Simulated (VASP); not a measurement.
Ni3Ge, 4 atoms in the cell. It takes space group Pm-3m (No. 221, cubic). The conventional cell has a = 3.265 Å, b = 3.265 Å, c = 3.265 Å, α = 90.00°, β = 90.00°, γ = 90.00°. Ni (site symmetry 4/mmm) has 8 Ni at 2.31 Å and 4 Ge at 2.31 Å within 3.1 Å. Within 3.1 Å of Ge (site symmetry m-3m) lie 12 Ni at 2.31 Å. 

```yaml
Program: VASP 6.6.1
Task: single point
Functional: LDA
Potentials_or_basis: VASP PAW LDA potentials, release 64 (Ni, Ge_d)
Cutoff: 520 eV
k_mesh: 12 × 12 × 12
Occupations: gaussian, width 0.15 eV
Spin: collinear spin, ferromagnetic start
Starting_moments: "[0.625, 0.625, 0.625, 0.0] μB"
Fixed_moment: 1.875 μB
Dipole_correction: no
Further_INCAR_settings: ALGO = Normal; EDIFF = 1e-06; NBANDS = 34
```

Potentials or basis: VASP PAW LDA potentials, release 64 (Ni, Ge_d).

Command:

```bash
$ cat potpaw_LDA.64/Ni/POTCAR potpaw_LDA.64/Ge_d/POTCAR > POTCAR
$ mpirun -np 1 vasp_std > vasp.out
```

Hardware: 1 thread of Intel(R) Xeon(R) 6975P-C (Granite Rapids) (shared host).

Problem. How long does it take, and how much memory?

Solution. It took 51 s on 1 thread of Intel(R) Xeon(R) 6975P-C (Granite Rapids), with other jobs on the host, peak memory 0.24 GiB. Counts: scf iterations 14, k points 84.
